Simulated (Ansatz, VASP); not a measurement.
**One calculation of Hf4Ge2W, two programs**

INCAR

```
PREC = Accurate
ENCUT = 600
EDIFF = 1E-6
ISMEAR = 0
SIGMA = 0.2
LREAL = False
LASPH = True
NELM = 80
ALGO = Fast
ISIF = 3
LWAVE = False
LCHARG = False
GGA = PE
IBRION = 2
NSW = 36
EDIFFG = -0.08
```

The input KPOINTS:

```
Automatic mesh
0
Gamma
  4 4 3
```

File POSCAR:

```
Hf4Ge2W
1.0
    4.8992996900      0.0000000000      0.0000000000
   -2.4496498400      4.2429179900      0.0000000000
    0.0000000000      0.0000000000      6.3669558900
Hf Ge W
4 2 1
Direct
    0.5000000000      0.0000000000      0.0000000000
    0.0000000000      0.5000000000      0.0000000000
    0.5000000000      0.5000000000      0.0000000000
    0.0000000000      0.0000000000      0.5000000000
    0.3333333300      0.6666666700      0.5000000000
    0.6666666700      0.3333333300      0.5000000000
    0.0000000000      0.0000000000      0.0000000000
```

Input for Ansatz:

```yaml
crystal:
  lattice:
    - [4.89929969, 0.0, 0.0]
    - [-2.44964984, 4.24291799, 0.0]
    - [0.0, 0.0, 6.36695589]
  atoms:
    - { symbol: Hf, position: [0.5, 0.0, 0.0] }
    - { symbol: Hf, position: [0.0, 0.5, 0.0] }
    - { symbol: Hf, position: [0.5, 0.5, 0.0] }
    - { symbol: Hf, position: [0.0, 0.0, 0.5] }
    - { symbol: Ge, position: [0.33333333, 0.66666667, 0.5] }
    - { symbol: Ge, position: [0.66666667, 0.33333333, 0.5] }
    - { symbol: W, position: [0.0, 0.0, 0.0] }
basis:
  ecutwfc: 420
kpoints:
  mp_grid: { grid: [4, 4, 3] }
hamiltonian:
  xc: pbe
scf:
  occupations: { method: gaussian, width: 0.2 }
  lower_state_search: "off"
output:
  forces: true
  stress: true
  eigenvalues: true
relax:
  adjacent_minimum: "off"
  f_tol: 0.08
  max_steps: 16
  cell: { stress_tol: 0.8 }
```

Alike in both runs: task relaxation of cell and atoms; functional PBE; k mesh 4 × 4 × 3; occupations gaussian, width 0.2 eV; no spin polarisation.

```csv
,VASP,Ansatz
version,VASP 6.6.1,Ansatz 0.2.0
potentials or method,"VASP PAW PBE potentials, release 64 (Hf_pv, Ge_d, W_sv), cutoff 600 eV","scalar-relativistic, plane waves, PAW"
valence electrons in the cell,82,146
```

Ansatz gave:

* gap on the k mesh at the Fermi level, each at its own relaxed structure (eV): none
* relaxed volume (Å³/atom): 20.84
* relaxed cell length with the largest relative difference (Å): 4.968

Problem. What did VASP give for the same quantities?

Solution. gap on the k mesh at the Fermi level, each at its own relaxed structure (eV): none; relaxed volume (Å³/atom): 20.82; relaxed cell length with the largest relative difference (Å): 4.964.

A gap of «none» marks a metal or a gap that the smearing closes. VASP's potentials hold 82 valence electrons a cell and Ansatz's 146, so a difference there can come from the potentials and not from the codes.

The k mesh is coarse, so the values compare programs but aren't converged. Spin-orbit coupling is off throughout.
